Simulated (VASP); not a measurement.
Wanted: the native input for a VASP 6.6.1 run.

* Task: single point
* Functional: LDA
* Potentials or basis: VASP PAW LDA potentials, release 64 (Hf_pv, I, N)
* Cutoff: 520 eV
* k mesh: 6 × 6 × 6
* Occupations: gaussian, width 0.01 eV
* Spin: no spin polarisation
* Dipole correction: no
* Further INCAR settings: ALGO = Normal; EDIFF = 1e-06; NBANDS = 31

The structure of HfIN lies in POSCAR:

```
HfIN
1.0
    1.7693573174      1.0215383798     10.3290056119
   -1.7693573174      1.0215383798     10.3290056119
    0.0000000000     -2.0430777179     10.3290056119
Hf I N
2 2 2
Direct
    0.7944020000      0.7944020000      0.7944020000
    0.2055980000      0.2055980000      0.2055980000
    0.3930470000      0.3930470000      0.3930470000
    0.6069530000      0.6069530000      0.6069530000
    0.1399440000      0.1399440000      0.1399440000
    0.8600560000      0.8600560000      0.8600560000
```

One way to write it, as run:

INCAR

```
PREC     = Accurate       # precision mode
ENCUT    = 520            # plane-wave cutoff, eV
EDIFF    = 1E-6           # SCF threshold, eV
ISMEAR   = 0              # smearing method
SIGMA    = 0.01           # smearing width, eV
LREAL    = F              # projectors in reciprocal space
LASPH    = T              # aspherical terms in the spheres
NELM     = 60             # most SCF steps
ALGO     = Normal         # electronic algorithm
ISIF     = 2              # what is computed and relaxed
LWAVE    = F              # write WAVECAR
LCHARG   = F              # write CHGCAR
NBANDS   = 31             # bands
```

KPOINTS

```
regular mesh
0
Gamma
  6 6 6
```

Potentials or basis: VASP PAW LDA potentials, release 64 (Hf_pv, I, N).

The run is started by

```bash
$ cat potpaw_LDA.64/Hf_pv/POTCAR potpaw_LDA.64/I/POTCAR potpaw_LDA.64/N/POTCAR > POTCAR
$ mpirun -np 1 vasp_std > vasp.out
```

It gave:

```yaml
Pressure: 12.4 GPa
Largest_force: 1.357 eV/Å
Band_gap_on_the_k_mesh: 0.51 eV (least direct gap 1.84 eV)
```

Caveat: the cell stands under pressure; semilocal functionals underestimate gaps, and a narrow one can read as zero; spin-orbit coupling is left out, which moves the levels of the heavy elements; forces of over 1 eV/Å act on the atoms, so gaps and moduli don't describe the material at rest.

Run time: 16 min on 1 thread of Intel(R) Xeon(R) Platinum 8559C (Emerald Rapids), with other jobs on the host, peak memory 0.68 GiB.
